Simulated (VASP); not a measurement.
# KI (I4/mmm) in VASP: notebook

The runs below take KI through single point, with PBE, r2SCAN, HSE06.

Everything below comes from runs of VASP 6.6.1. Logs are shortened: lines on timing, memory, paths and dates and some standing lists are left out, and cuts for length are marked.

### 1 The cell of the first run

It takes space group I4/mmm (No. 139, tetragonal). The conventional cell has a = 5.012 Å, b = 5.012 Å, c = 6.805 Å, α = 90.00°, β = 90.00°, γ = 90.00°. K (site symmetry 4/mmm) has 6 I at 3.40 to 3.54 Å within 4.5 Å. Within 4.5 Å of I (site symmetry 4/mmm) lie 6 K at 3.40 to 3.54 Å.

### 2 Single point, PBE (uniaxial x strain -4.0%)

Input file INCAR:

```
SYSTEM = KI
PREC = Accurate
ENCUT = 520
EDIFF = 1E-7
ISMEAR = 0
SIGMA = 0.01
LREAL = .False.
LASPH = .True.
NELM = 100
ALGO = Normal
ISIF = 2
LWAVE = .False.
LCHARG = .False.
GGA = PE
NBANDS = 15
```

Input file KPOINTS:

```
regular mesh
0
Gamma
  4 4 4
  0 0 0
```

Input file POSCAR:

```
KI
1.0
    0.0000000000      3.5442852436      3.5442852436
    3.4025138338      0.0000000000      3.5442852436
    3.4025138338      3.5442852436      0.0000000000
K I
1 1
Direct
    0.0000000000      0.0000000000      0.0000000000
    0.5000000000      0.5000000000      0.5000000000
```

Potentials or basis: VASP PAW PBE potentials, release 64 (K_sv, I).

Command:

```sh
$ cat potpaw_PBE.64/K_sv/POTCAR potpaw_PBE.64/I/POTCAR > POTCAR
$ mpirun -np 1 vasp_std > vasp.out
```

OUTCAR:

```text
SYSTEM = KI
   PREC = Accurate
   ENCUT = 520
   EDIFF = 1E-7
   ISMEAR = 0
   LREAL = .False.
   LASPH = .True.
   NELM = 100
   ISIF = 2
   GGA = PE

 ion  position               nearest neighbor table
   1  0.000  0.000  0.000-   2 3.40   2 3.40   2 3.54   2 3.54   2 3.54   2 3.54
   2  0.500  0.500  0.500-   1 3.40   1 3.40   1 3.54   1 3.54   1 3.54   1 3.54

  LATTYP: Found a body centered tetragonal cell.
 ALAT       =     5.0123762604
 C/A-ratio  =     1.3576450199

  Lattice vectors:

 A1 = (  -3.4025138338,   0.0000000000,  -3.5442852436)
 A2 = (  -3.4025138338,   0.0000000000,   3.5442852436)
 A3 = (   3.4025138338,   3.5442852436,   0.0000000000)

Analysis of symmetry for initial positions (statically):
=====================================================================
 Subroutine PRICEL returns:
 Original cell was already a primitive cell.

 Routine SETGRP: Setting up the symmetry group for a
 body centered tetragonal supercell.

 Subroutine GETGRP returns: Found 16 space group operations
 (whereof 16 operations were pure point group operations)
 out of a pool of 16 trial point group operations.

The static configuration has the point symmetry D_4h.

Analysis of symmetry for dynamics (positions and initial velocities):
=====================================================================
 Subroutine PRICEL returns:
 Original cell was already a primitive cell.

 Routine SETGRP: Setting up the symmetry group for a
 body centered tetragonal supercell.

 Subroutine GETGRP returns: Found 16 space group operations
 (whereof 16 operations were pure point group operations)
 out of a pool of 16 trial point group operations.

The dynamic configuration has the point symmetry D_4h.

 Subroutine INISYM returns: Found 16 space group operations
 (whereof 16 operations are pure point group operations),
 and found     1 'primitive' translations

----------------------------------------------------------------------------------------

                                     Primitive cell

  volume of cell :      85.4845

  direct lattice vectors                    reciprocal lattice vectors
     0.000000000  3.544285244  3.544285244    -0.146950174  0.141072167  0.141072167
     3.402513834  0.000000000  3.544285244     0.146950174 -0.141072167  0.141072167
     3.402513834  3.544285244  0.000000000     0.146950174  0.141072167 -0.141072167

  length of vectors
     5.012376260  4.913151563  4.913151563     0.247784314  0.247784314  0.247784314

  position of ions in fractional coordinates (direct lattice)
     0.000000000  0.000000000  0.000000000
     0.500000000  0.500000000  0.500000000

  ion indices of the primitive-cell ions
   primitive index   ion index
                 1           1
                 2           2

----------------------------------------------------------------------------------------

 KPOINTS: regular mesh

Automatic generation of k-mesh.
 Grid dimensions read from file:
 generate k-points for:    4    4    4

 Generating k-lattice:

  Cartesian coordinates                     Fractional coordinates (reciprocal lattice)
    -0.036737544  0.035268042  0.035268042     0.250000000 -0.000000000 -0.000000000
     0.036737544 -0.035268042  0.035268042     0.000000000  0.250000000  0.000000000
     0.036737544  0.035268042 -0.035268042     0.000000000  0.000000000  0.250000000

  Length of vectors
     0.061946079  0.061946079  0.061946079

  Shift w.r.t. Gamma in fractional coordinates (k-lattice)
     0.000000000  0.000000000  0.000000000

 Subroutine IBZKPT returns following result:
 ===========================================

 Found     13 irreducible k-points:

 Following reciprocal coordinates:
            Coordinates               Weight
  0.000000  0.000000  0.000000      1.000000
  0.250000  0.000000  0.000000      8.000000
  0.500000  0.000000  0.000000      4.000000
  0.250000  0.250000  0.000000      4.000000
  0.500000  0.250000  0.000000     16.000000
 -0.250000  0.250000 -0.000000      8.000000
  0.500000  0.500000  0.000000      2.000000
  0.000000  0.250000  0.250000      2.000000
  0.500000  0.250000  0.250000      4.000000
 -0.250000  0.250000  0.250000      8.000000
 -0.250000  0.500000  0.250000      4.000000
  0.500000 -0.250000  0.250000      2.000000
  0.000000  0.500000  0.500000      1.000000
   k-points           NKPTS =     13   k-points in BZ     NKDIM =     13   number of bands    NBANDS=     15
   number of dos      NEDOS =    301   number of ions     NIONS =      2
   total plane-waves  NPLWV =  64000
   dimension x,y,z NGX =    40 NGY =   40 NGZ =   40
   dimension x,y,z NGXF=    80 NGYF=   80 NGZF=   80
   ions per type =               1   1
   NGX,Y,Z   is equivalent  to a cutoff of  13.27, 13.53, 13.53 a.u.
   NGXF,Y,Z  is equivalent  to a cutoff of  26.53, 27.07, 27.07 a.u.
 SYSTEM =  KI
   PREC   = accura    normal or accurate (medium, high low for compatibility)
   ISTART =      0    job   : 0-new  1-cont  2-samecut
   ICHARG =      2    charge: 1-file 2-atom 10-const
   ISPIN  =      1    spin polarized calculation?
   LNONCOLLINEAR =      F non collinear calculations
   LSORBIT =      F    spin-orbit coupling
   LASPH  =      T    aspherical Exc in radial PAW
   ENCUT  =  520.0 eV  38.22 Ry    6.18 a.u.   9.32  9.14  9.14*2*pi/ulx,y,z
   NELM   =    100;   NELMIN=  2; NELMDL= -5     # of ELM steps
   EDIFF  = 0.1E-06   stopping-criterion for ELM
   LREAL  =      F    real-space projection
   EDIFFG = 0.1E-05   stopping-criterion for IOM
   NSW    =      0    number of steps for IOM
   IBRION =     -1    ionic relax: 0-MD 1-quasi-New 2-CG
   NFREE  =      0    steps in history (QN), initial steepest desc. (CG)
   ISIF   =      2    stress and relaxation
   ISYM   =      2    0-nonsym 1-usesym 2-fastsym
   POTIM  = 0.5000    time-step for ionic-motion
   TEBEG  =    0.0;   TEEND  =   0.0 temperature during run
   PSTRESS=    0.0 pullay stress
   NELECT =      16.0000    total number of electrons
   NUPDOWN=      -1.0000    fix difference up-down
   EMIN   =  10.00;   EMAX   =-10.00  energy-range for DOS
   EFERMI =   0.00;   METHOD = LEGACY
   ISMEAR =     0;   SIGMA  =   0.01  broadening in eV -4-tet -1-fermi 0-gaus
   EFERMI_NEDOS =   21; number of points for ismear=-14 and -15
   IALGO  =     38    algorithm
   IMIX   =      4    mixing-type and parameters
     AMIX     =   0.40;   BMIX     =  1.00
     AMIX_MAG =   1.60;   BMIX_MAG =  1.00
  volume/ion in A,a.u.               =      42.74       288.44
  Fermi-wavevector in a.u.,A,eV,Ry     =   0.936452  1.769639 11.931538  0.876943
  Thomas-Fermi vector in A             =   2.063463
   LORBIT       =      0    0 simple, 1 ext, 2 COOP (PROOUT), +10 PAW based schemes
   GGA     = PE    functional components
   LHFCALC =     F    Hartree Fock is set to
   AEXX    =    0.0000 exact exchange contribution
   IVDW    =     0    specifies the selected vdW correction
   LEPSILON=     F    determine dielectric tensor
   LRPA    =     F    only Hartree local field effects (RPA)
 non-spin polarized calculation
 Gauss-broadening in eV      SIGMA  =   0.01
  energy-cutoff  :      520.00
  volume of cell :       85.48
 maximum number of plane-waves:      2322
 NGX is ok and might be reduce to    40
   NGX = 19   NGY = 19   NGZ = 19

 number of electron      16.0000000 magnetization

 Free energy of the ion-electron system (eV)
  ---------------------------------------------------
  ext. energy  EPLUGINS =         0.00000000
  ---------------------------------------------------
  free energy    TOTEN  =        -5.53138132 eV

  energy without entropy =       -5.53138132  energy(sigma->0) =       -5.53138132

 E-fermi :  -0.1286     XC(G=0):  -7.2971

 val. band max:       -0.2384760523   @ k =   0.0000   0.0000   0.0000
 cond. band min:       3.7827454602   @ k =   0.0000   0.0000   0.0000
 fundamental gap:      4.0212215125
 Fermi energy:        -0.1286457644

 k-point     1 :       0.0000    0.0000    0.0000
  band No.  band energies     occupation
      1     -28.6970      2.00000
      2     -12.1931      2.00000
      3     -12.1883      2.00000
      4     -12.1883      2.00000
      5     -10.8014      2.00000
      6      -0.2541      2.00000
      7      -0.2541      2.00000
      8      -0.2385      2.00000
      9       3.7827      0.00000
     10       6.1520      0.00000
     11       6.1520      0.00000
     12       6.4032      0.00000
     13       6.8846      0.00000
     14       7.0655      0.00000
     15       9.5810      0.00000

 k-point     2 :       0.2500    0.0000    0.0000
  band No.  band energies     occupation
      1     -28.6957      2.00000
      2     -12.2882      2.00000
      3     -12.1909      2.00000
      4     -12.1909      2.00000
      5     -10.6312      2.00000
      6      -1.0528      2.00000
      7      -0.4484      2.00000
      8      -0.4345      2.00000
      9       4.8795      0.00000
     10       6.3523      0.00000
     11       6.7882      0.00000
     12       6.9388      0.00000
     13       7.6178      0.00000
     14       7.8193      0.00000
     15      10.1381      0.00000

 k-point     3 :       0.5000    0.0000    0.0000
  band No.  band energies     occupation
      1     -28.6945      2.00000
      2     -12.3702      2.00000
      3     -12.1935      2.00000
      4     -12.1909      2.00000
      5     -10.4733      2.00000
      6      -1.6446      2.00000
      7      -0.6229      2.00000
      8      -0.6068      2.00000
      9       5.3022      0.00000
     10       7.5436      0.00000
     11       7.8025      0.00000
     12       8.1345      0.00000
     13       8.5013      0.00000
     14       8.5245      0.00000
     15       9.2023      0.00000
[... 145 lines left out ...]
 k-point    12 :       0.5000   -0.2500    0.2500
  band No.  band energies     occupation
      1     -28.6939      2.00000
      2     -12.2749      2.00000
      3     -12.2221      2.00000
      4     -12.2221      2.00000
      5     -10.5459      2.00000
      6      -1.0109      2.00000
      7      -1.0109      2.00000
      8      -0.9460      2.00000
      9       6.3359      0.00000
     10       6.3359      0.00000
     11       6.4487      0.00000
     12       8.0044      0.00000
     13       8.8420      0.00000
     14       9.3995      0.00000
     15      10.1053      0.00000

 k-point    13 :       0.0000    0.5000    0.5000
  band No.  band energies     occupation
      1     -28.6934      2.00000
      2     -12.2472      2.00000
      3     -12.2122      2.00000
      4     -12.2122      2.00000
      5     -10.6343      2.00000
      6      -1.2571      2.00000
      7      -0.6800      2.00000
      8      -0.6800      2.00000
      9       4.6081      0.00000
     10       5.6020      0.00000
     11       7.9496      0.00000
     12       8.5897      0.00000
     13       8.8172      0.00000
     14       9.3528      0.00000
     15       9.3528      0.00000

------------------------ aborting loop because EDIFF is reached ----------------------------------------

  FORCE on cell =-STRESS in cart. coord.  units (eV):
  Direction    XX          YY          ZZ          XY          YZ          ZX
  --------------------------------------------------------------------------------------
  -------------------------------------------------------------------------------------
  Total        1.1030108      0.3610299      0.3610299     -0.0000000      0.0000000     -0.0000000
  in kB       20.6729813      6.7665378      6.7665378     -0.0000000      0.0000000     -0.0000000
  external PRESSURE =      11.4020190 kB  Pullay stress =       0.0000000 kB

 VOLUME and BASIS-vectors are now :
 -----------------------------------------------------------------------------
  energy-cutoff  :      520.00
  volume of cell :       85.48
      direct lattice vectors                 reciprocal lattice vectors
     0.000000000  3.544285244  3.544285244    -0.146950174  0.141072167  0.141072167
     3.402513834  0.000000000  3.544285244     0.146950174 -0.141072167  0.141072167
     3.402513834  3.544285244  0.000000000     0.146950174  0.141072167 -0.141072167

 POSITION                                       TOTAL-FORCE (eV/Angst)
 -----------------------------------------------------------------------------------
      0.00000      0.00000      0.00000         0.000000     -0.000000      0.000000
      3.40251      3.54429      3.54429         0.000000      0.000000      0.000000
 -----------------------------------------------------------------------------------
    total drift:                                0.000000     -0.000000     -0.000000

  FREE ENERGIE OF THE ION-ELECTRON SYSTEM (eV)
  ---------------------------------------------------
  free  energy   TOTEN  =        -5.5313813164 eV

  energy  without entropy=       -5.5313813164  energy(sigma->0) =       -5.53138132
```

Run time: 21 s. Hardware: 1 thread of Intel Xeon Platinum 8259CL at 2.50GHz (Skylake/Cascade Lake), shared host; peak memory 0.23 GiB.

Results:

```yaml
Free_energy: -5.5314 eV
Pressure: 1.1 GPa
Band_gap_on_the_k_mesh: 4.02 eV, direct
```

Caveat: the cell differs from its parent crystal (uniaxial x strain -4.0%); spin-orbit coupling is left out, which moves the levels of the heavy elements.

(Continued in part 2 of 2.)
